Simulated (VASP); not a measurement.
Crystal: I.

```
I
1.0
     0.00000    2.31731    3.83003
     2.14749    0.00000    3.83003
     2.14749    2.31731    0.00000
I
1
Direct
  0.00000 0.00000 0.00000
```

Base run:

* Program: VASP 6.6.1
* Functional: PBEsol
* Potentials or basis: VASP PAW PBE potentials, release 64 (I)
* Cutoff: 520 eV
* k mesh: 9 × 9 × 9
* Occupations: fermi-dirac, width 0.05 eV
* Spin: no spin polarisation

Its results: pressure 0.3 GPa.

Problem. The run is repeated on the same cell with these changes: functional from PBEsol to PBE; further incar settings from ALGO = Normal; EDIFF = 1e-06; NBANDS = 10 to ALGO = Normal; EDIFF = 1e-07; NBANDS = 10. What comes out?

Solution. Pressure 2.3 GPa.

Caveats: an odd number of electrons without spin polarisation forces a metal; a magnetic or distorted state may lie lower; the PAW data sets were made with another functional, which shifts forces and pressure a little (some runs).
